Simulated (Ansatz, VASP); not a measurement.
## MgSiH2O4: VASP beside Ansatz

```xyz
8
Lattice="4.3534 0.0000 -0.0019 0.0000 2.8599 0.0000 -0.2832 0.0000 4.8038" Properties=species:S:1:pos:R:3 pbc="T T T"
Mg    2.0517    1.4299    2.2659
Si    0.0059    0.0000    0.0270
H     4.0946    0.0000    2.5145
H     1.7195    1.4299    4.6458
O     0.9145    0.0000    1.4681
O     0.8354    1.4299    4.1111
O     3.3017    0.0000    3.1751
O     3.3491    1.4299    0.5187
```

Alike in both runs: functional PBE; k mesh 6 × 8 × 6; occupations gaussian, width 0.02 eV; no spin polarisation.

Ansatz relaxed the structure, and its values are those at the end. VASP's run is a single point on that final structure, the one shown.

|  | VASP | Ansatz |
| --- | --- | --- |
| version | VASP 6.6.1 | Ansatz 0.2.0 |
| potentials or method | VASP PAW PBE potentials, release 64 (Mg, Si, H, O), cutoff 520 eV | scalar-relativistic, plane waves, PAW |
| valence electrons in the cell | 32 | 40 |

```tsv
	VASP	Ansatz	Ansatz less VASP
gap on the k mesh at the Fermi level (eV)	4.74	4.76	+0.022
least direct gap on the mesh (eV)	4.76	4.78	+0.022
pressure (GPa)	-0.2	0.0	+0.16
rms of the force components (eV/Å)	0.039	0.002	-0.0370
```

With one functional, cell and mesh, what is left measures potentials, basis and numerics. VASP's potentials hold 32 valence electrons a cell and Ansatz's 40, so a difference there can come from the potentials and not from the codes.
